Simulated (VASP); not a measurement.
A run of VASP 6.6.1:

The input INCAR:

```
  ALGO = Normal
  EDIFF = 1E-7
  ENCUT = 520
  GGA = PE
  ISIF = 2
  ISMEAR = 0
  LASPH = T
  LCHARG = F
  LREAL = Auto
  LWAVE = F
  NBANDS = 59
  NELECT = 88.0
  NELM = 60
  PREC = Accurate
  SIGMA = 0.05
```

Contents of KPOINTS:

```
k-points
0
Gamma
  4 4 2
```

File POSCAR:

```
Si6O11
1.0
   -2.5103274377      4.3480146658      0.0000000000
    0.0000000000      0.0000000000      5.5092660079
    7.5309823132      4.3480146658      0.0000000000
Si O
6 11
Direct
    0.7617495765      0.3333333333      0.2382504235
    0.2617495765      0.3333333333      0.7382504235
    0.9765008470      0.6666666667      0.5000000000
    0.4765008470      0.6666666667      0.0000000000
    0.2617495765      0.0000000000      0.2617495765
    0.7617495765      0.0000000000      0.7617495765
    0.0486521033      0.2055717715      0.2072260374
    0.5486521033      0.2055717715      0.7072260374
    0.7865130045      0.5389051049      0.3720609296
    0.2865130045      0.5389051049      0.8720609296
    0.6648348922      0.8722384382      0.9207130329
    0.2865130045      0.7944282285      0.1279390704
    0.7865130045      0.7944282285      0.6279390704
    0.6648348922      0.4610948951      0.0792869671
    0.1648348922      0.4610948951      0.5792869671
    0.1507904379     -0.1857574877      0.4497512848
    0.0486521033      0.1277615618      0.7927739626
```

Potentials or basis: VASP PAW PBE potentials, release 64 (Si, O).

The run is started by

```console
$ cat potpaw_PBE.64/Si/POTCAR potpaw_PBE.64/O/POTCAR > POTCAR
$ mpirun -np 1 vasp_std > vasp.out
```

Hardware: 1 thread of Intel(R) Xeon(R) Platinum 8488C (Sapphire Rapids) (shared host).

Estimate the wall time of this run.

Run time: 9.6 min on 1 thread of Intel(R) Xeon(R) Platinum 8488C (Sapphire Rapids) (shared host), peak memory 0.42 GiB. Counts: scf iterations 22, k points 20.
